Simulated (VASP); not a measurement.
Crystal: CdS (Greenockite).

```xyz
4
Lattice="4.1500 0.0000 0.0000 -2.0750 3.5940 0.0000 0.0000 0.0000 6.7370" Properties=species:S:1:pos:R:3 pbc="T T T"
Cd    2.0750    1.1980    3.3685
Cd    0.0000    2.3960    0.0000
S     2.0750    1.1980    5.8949
S     0.0000    2.3960    2.5264
```

| Property | Result |
| --- | --- |
| Program | VASP 6.6.1 |
| Task | relaxation of cell and atoms |
| Functional | BHLYP |
| Potentials or basis | VASP PAW PBE potentials, release 64 (Cd, S) |
| Cutoff | 600 eV |
| k mesh | 4 × 4 × 2 |
| Occupations | fermi-dirac, width 0.05 eV |
| Spin | no spin polarisation |

At the start: pressure 2.7 GPa; volume 25.12 Å³/atom.

How do energy, volume and symmetry change on relaxing?

Over 5 steps the energy falls by 8.7 meV/atom and the volume is 26.15 Å³/atom (+4.1 %); space group P6_3mc (No. 186, to 0.05 Å).

The path:
| step | energy change (eV) | largest force (eV/Å) | pressure (GPa) | volume (Å³) |
| --- | --- | --- | --- | --- |
| 1 | 0.0000 | 0.0668 | 2.66 | 100.48 |
| 2 | -0.0278 | 0.0011 | -1.09 | 106.67 |
| 3 | -0.0347 | 0.0173 | -0.05 | 104.71 |
| 4 | -0.0347 | 0.0180 | 0.03 | 104.62 |
| 5 | -0.0348 | 0.0091 | 0.02 | 104.61 |

Final structure:
```
Cd S
1.0
     4.20222    0.00000    0.00000
    -2.10111    3.63923    0.00000
     0.00000    0.00000    6.84073
Cd S
2 2
Cartesian
  2.1011 1.2131 3.4174
  0.0000 2.4262 6.8377
  2.1011 1.2131 5.9886
  0.0000 2.4262 2.5683
```

Caveat: the k points lie up to 0.46 Å⁻¹ apart in the final cell; the PAW data sets were made with another functional, which shifts forces and pressure a little.
